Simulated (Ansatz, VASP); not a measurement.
## CdSe: VASP beside Ansatz

The input INCAR:

```
PREC = Accurate
ENCUT = 520
EDIFF = 1E-6
ISMEAR = 0
SIGMA = 0.05
LREAL = False
LASPH = True
NELM = 60
ALGO = Normal
ISIF = 2
LWAVE = False
LCHARG = False
GGA = PE
NBANDS = 16
```

File KPOINTS:

```
regular mesh
0
Gamma
  10 10 10
```

POSCAR

```
CdSe
1.0
   -0.1135568978      3.5631768745      3.0984146735
    3.0984146735     -0.1135568978      3.0984146735
    2.9848577757      3.4496199767      0.0000000000
Cd Se
1 1
Direct
    0.0000000000      0.0000000000      0.0000000000
    0.7500000000      0.7500000000      0.7500000000
```

Input for Ansatz:

```yaml
crystal:
  lattice:
    - [-0.1135568978, 3.5631768745, 3.0984146735]
    - [3.0984146735, -0.1135568978, 3.0984146735]
    - [2.9848577757, 3.4496199767, 0.0]
  atoms:
    - { symbol: Cd, position: [0.0, 0.0, 0.0] }
    - { symbol: Se, position: [0.75, 0.75, 0.75] }
basis:
  ecutwfc: 420
kpoints:
  mp_grid: { grid: [10, 10, 10] }
hamiltonian:
  xc: pbe
scf:
  occupations: { method: gaussian, width: 0.05 }
output:
  forces: true
  stress: true
  eigenvalues: true
```

Change from the starting cell: engineering shear strain xz -0.0733, normal strain along z +0.1500.

Alike in both runs: task single point; functional PBE; k mesh 10 × 10 × 10; occupations gaussian, width 0.05 eV; no spin polarisation.

|  | VASP | Ansatz |
| --- | --- | --- |
| version | VASP 6.6.1 | Ansatz 0.2.0 |
| potentials or method | VASP PAW PBE potentials, release 64 (Cd, Se), cutoff 520 eV | scalar-relativistic, plane waves, PAW |
| valence electrons in the cell | 18 | 36 |

|  | VASP | Ansatz | Ansatz less VASP |
| --- | --- | --- | --- |
| gap on the k mesh at the Fermi level (eV) | 0.16 | 0.16 | +0.002 |
| least direct gap on the mesh (eV) | 0.16 | 0.16 | +0.002 |
| pressure (GPa) | -4.4 | -4.5 | -0.14 |
| traceless stress, the component that is largest in VASP (GPa) | -2.25 | -2.27 | -0.016 |
| rms of the force components (eV/Å) | 0.039 | 0.034 | -0.0051 |

Atom by atom the forces differ by 0.005 eV/Å (rms over components). The functional is the same, so the differences come from potentials, cutoffs and numerics. VASP's potentials hold 18 valence electrons a cell and Ansatz's 36, so a difference there can come from the potentials and not from the codes.
